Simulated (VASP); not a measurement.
# GaSb3 (C2/m) in VASP: single point with PBE+D3(BJ)

Aim: the single point of GaSb3 with PBE+D3(BJ).

Program: VASP 6.6.1. These are calculated values, not measurements. Logs are shortened: lines on timing, memory, paths and dates and some standing lists are left out, and cuts for length are marked.

**1. The cell of the first run**

The structure is monoclinic, space group C2/m (No. 12). Conventional cell: a = 7.296 Å, b = 7.393 Å, c = 5.194 Å, α = 90.00°, β = 134.62°, γ = 90.00°. Ga (site symmetry 2/m) has 14 Sb at 3.11 to 3.70 Å within 4.1 Å. Within 4.1 Å of Sb (site symmetry 2) lie 4 Ga at 3.11 to 3.27 Å and 10 Sb at 3.11 to 3.97 Å. Sb (site symmetry 2/m) has 8 Sb at 3.11 to 3.27 Å and 6 Ga at 3.65 to 3.70 Å within 4.1 Å.

**2. Single point, PBE+D3(BJ) (atoms displaced along a vibrational mode, the cell strained)**

INCAR

```
PREC     = Accurate       # precision mode
ENCUT    = 520            # plane-wave cutoff, eV
EDIFF    = 1E-6           # SCF threshold, eV
ISMEAR   = 0              # smearing method
SIGMA    = 0.15           # smearing width, eV
LREAL    = False          # projectors in reciprocal space
LASPH    = True           # aspherical terms in the spheres
NELM     = 60             # most SCF steps
ALGO     = Normal         # electronic algorithm
ISIF     = 2              # what is computed and relaxed
LWAVE    = False          # write WAVECAR
LCHARG   = False          # write CHGCAR
GGA      = PE             # functional
IVDW     = 12             # dispersion correction
NBANDS   = 22             # bands
```

KPOINTS

```
Automatic mesh
0
Gamma
  10 10 10
```

POSCAR

```
GaSb3
1.0
    0.0000000000      3.6966479281      3.6481278280
    3.6966479281      0.0000000000      3.6481278280
    3.6966479281      3.6966479281      0.0000000000
Ga Sb
1 3
Direct
    0.0000000000      0.0000000000      0.0000000000
    0.2685026411      0.2314973589      0.2314973589
    0.7314973589      0.7685026411      0.7685026411
    0.5000000000      0.5000000000      0.5000000000
```

Potentials or basis: VASP PAW PBE potentials, release 64 (Ga_d, Sb).

The run is started by

```console
cat potpaw_PBE.64/Ga_d/POTCAR potpaw_PBE.64/Sb/POTCAR > POTCAR
mpirun -np 1 vasp_std > vasp.out
```

OUTCAR:

```text
PREC = Accurate
   ENCUT = 520
   EDIFF = 1E-6
   ISMEAR = 0
   LREAL = False
   LASPH = True
   NELM = 60
   ISIF = 2
   GGA = PE
   IVDW = 12
 IVDW          = 12

 ion  position               nearest neighbor table
   1  0.000  0.000  0.000-   3 3.11   2 3.11   3 3.11   2 3.11   3 3.27   2 3.27   2 3.27   3 3.27

   2  0.269  0.231  0.231-   1 3.11   1 3.11   4 3.11   4 3.11   4 3.27   1 3.27   1 3.27   4 3.27
                             3 3.42   3 3.66   3 3.66   3 3.71   3 3.71
   3  0.731  0.769  0.769-   4 3.11   4 3.11   1 3.11   1 3.11   4 3.27   1 3.27   1 3.27   4 3.27
                             2 3.42   2 3.66   2 3.66   2 3.71   2 3.71
   4  0.500  0.500  0.500-   2 3.11   2 3.11   3 3.11   3 3.11   3 3.27   2 3.27   2 3.27   3 3.27

  LATTYP: Found a body centered tetragonal cell.
 ALAT       =     5.2278496352
 C/A-ratio  =     1.3956513988

  Lattice vectors:

 A1 = (   0.0000000000,  -3.6966479281,  -3.6481278280)
 A2 = (   0.0000000000,   3.6966479281,  -3.6481278280)
 A3 = (   3.6966479281,   0.0000000000,   3.6481278280)

Analysis of symmetry for initial positions (statically):
=====================================================================
 Subroutine PRICEL returns:
 Original cell was already a primitive cell.

 Routine SETGRP: Setting up the symmetry group for a
 body centered tetragonal supercell.

 Subroutine GETGRP returns: Found  4 space group operations
 (whereof  4 operations were pure point group operations)
 out of a pool of 16 trial point group operations.

The static configuration has the point symmetry C_2h.

Analysis of symmetry for dynamics (positions and initial velocities):
=====================================================================
 Subroutine PRICEL returns:
 Original cell was already a primitive cell.

 Routine SETGRP: Setting up the symmetry group for a
 body centered tetragonal supercell.

 Subroutine GETGRP returns: Found  4 space group operations
 (whereof  4 operations were pure point group operations)
 out of a pool of 16 trial point group operations.

The dynamic configuration has the point symmetry C_2h.

 Subroutine INISYM returns: Found  4 space group operations
 (whereof  4 operations are pure point group operations),
 and found     1 'primitive' translations

----------------------------------------------------------------------------------------
[... 95 lines left out ...]
   ENCUT  =  520.0 eV  38.22 Ry    6.18 a.u.   9.66  9.66  9.72*2*pi/ulx,y,z
   NELM   =     60;   NELMIN=  2; NELMDL= -5     # of ELM steps
   EDIFF  = 0.1E-05   stopping-criterion for ELM
   LREAL  =      F    real-space projection
   EDIFFG = 0.1E-04   stopping-criterion for IOM
   NSW    =      0    number of steps for IOM
   IBRION =     -1    ionic relax: 0-MD 1-quasi-New 2-CG
   NFREE  =      0    steps in history (QN), initial steepest desc. (CG)
   ISIF   =      2    stress and relaxation
   ISYM   =      2    0-nonsym 1-usesym 2-fastsym
   POTIM  = 0.5000    time-step for ionic-motion
   TEBEG  =    0.0;   TEEND  =   0.0 temperature during run
   PSTRESS=    0.0 pullay stress
   NELECT =      28.0000    total number of electrons
   NUPDOWN=      -1.0000    fix difference up-down
   EMIN   =  10.00;   EMAX   =-10.00  energy-range for DOS
   EFERMI =   0.00;   METHOD = LEGACY
   ISMEAR =     0;   SIGMA  =   0.15  broadening in eV -4-tet -1-fermi 0-gaus
   EFERMI_NEDOS =   21; number of points for ismear=-14 and -15
   IALGO  =     38    algorithm
   IMIX   =      4    mixing-type and parameters
     AMIX     =   0.40;   BMIX     =  1.00
     AMIX_MAG =   1.60;   BMIX_MAG =  1.00
  volume/ion in A,a.u.               =      24.93       168.21
  Fermi-wavevector in a.u.,A,eV,Ry     =   1.072067  2.025914 15.637564  1.149329
  Thomas-Fermi vector in A             =   2.207827
   LORBIT       =      0    0 simple, 1 ext, 2 COOP (PROOUT), +10 PAW based schemes
   GGA     = PE    functional components
   LHFCALC =     F    Hartree Fock is set to
   AEXX    =    0.0000 exact exchange contribution
   IVDW    =    12    specifies the selected vdW correction
   LEPSILON=     F    determine dielectric tensor
   LRPA    =     F    only Hartree local field effects (RPA)
 non-spin polarized calculation
 Gauss-broadening in eV      SIGMA  =   0.15
  energy-cutoff  :      520.00
  volume of cell :       99.70
 maximum number of plane-waves:      2709
   NGX = 19   NGY = 19   NGZ = 19

 number of electron      28.0000006 magnetization

 Free energy of the ion-electron system (eV)
  ---------------------------------------------------
  ext. energy  EPLUGINS =         0.00000000
  ---------------------------------------------------
  free energy    TOTEN  =       -14.49301321 eV

  energy without entropy =      -14.47214134  energy(sigma->0) =      -14.48257727

 E-fermi :   7.9324     XC(G=0): -10.3653

 val. band max:        7.9291703718   @ k =   0.5000   0.1000   0.3000
 cond. band min:       7.9324143039   @ k =   0.1000   0.0000   0.1000
 fundamental gap:      0.0032439322
 Fermi energy:         7.9323720645

 k-point     1 :       0.0000    0.0000    0.0000
  band No.  band energies     occupation
      1      -6.8903      2.00000
      2      -6.8879      2.00000
      3      -6.8791      2.00000
      4      -6.8715      2.00000
      5      -6.8658      2.00000
      6      -4.8295      2.00000
[... 589 lines left out ...]
     21      13.3784      0.00000
     22      14.0148      0.00000

 [... further k-points ...]

------------------------ aborting loop because EDIFF is reached ----------------------------------------

 Edisp (eV)   -1.86625

 E8    (eV) :    -0.8616

  FORCE on cell =-STRESS in cart. coord.  units (eV):
  Direction    XX          YY          ZZ          XY          YZ          ZX
  --------------------------------------------------------------------------------------
  -------------------------------------------------------------------------------------
  Total      -0.63830    -0.78189    -0.54179     0.00000    -0.51977     0.00000
  in kB     -10.25704   -12.56433    -8.70618     0.00000    -8.35229     0.00000
  external pressure =      -10.51 kB  Pullay stress =        0.00 kB

 VOLUME and BASIS-vectors are now :
 -----------------------------------------------------------------------------
  energy-cutoff  :      520.00
  volume of cell :       99.70
      direct lattice vectors                 reciprocal lattice vectors
     0.000000000  3.696647928  3.648127828    -0.135257674  0.135257674  0.137056601
     3.696647928  0.000000000  3.648127828     0.135257674 -0.135257674  0.137056601
     3.696647928  3.696647928  0.000000000     0.135257674  0.135257674 -0.137056601

 POSITION                                       TOTAL-FORCE (eV/Angst)
 -----------------------------------------------------------------------------------
      0.00000      0.00000      0.00000         0.000000      0.000000      0.000000
      1.71153      1.84832      1.82406         0.410348      0.000000      0.000000
      5.68177      5.54497      5.47219        -0.410348      0.000000     -0.000000
      3.69665      3.69665      3.64813         0.000000      0.000000      0.000000
 -----------------------------------------------------------------------------------
    total drift:                               -0.000000     -0.000000     -0.000000

  FREE ENERGIE OF THE ION-ELECTRON SYSTEM (eV)
  ---------------------------------------------------
  free  energy   TOTEN  =       -16.3592590246 eV

  energy  without entropy=      -16.3383871556  energy(sigma->0) =      -16.34882309
```

stdout:

```text
POSCAR found type information on POSCAR GaSb
 POSCAR found :  2 types and       4 ions
 scaLAPACK will be used
 LDA part: xc-table for (Slater+PW92), standard interpolation
 POSCAR, INCAR and KPOINTS ok, starting setup
 FFT: planning ... GRIDC
 FFT: planning ... GRID_SOFT
 FFT: planning ... GRID
 WAVECAR not read
 entering main loop
```

Run time: 4.3 min. Hardware: 1 thread of Intel Xeon 6975P-C (Granite Rapids), shared host; peak memory 0.68 GiB.

What came out:

| Quantity | Value |
| --- | --- |
| Free energy | -16.3593 eV |
| Pressure | -1.1 GPa |
| Largest force | 0.410 eV/Å |
| Band gap on the k mesh | zero (bands 14 and 15 overlap by 3.63 eV) |
| Dispersion energy per atom | -0.467 eV |

Forces in eV/Å, atoms in the order of the input:
```
Ga   0.000  0.000  0.000
Sb   0.410  0.000  0.000
Sb  -0.410  0.000  0.000
Sb   0.000  0.000  0.000
```

Caveat: the cell differs from its parent crystal (atoms displaced along a vibrational mode, the cell strained); spin-orbit coupling is left out, which moves the levels of the heavy elements.
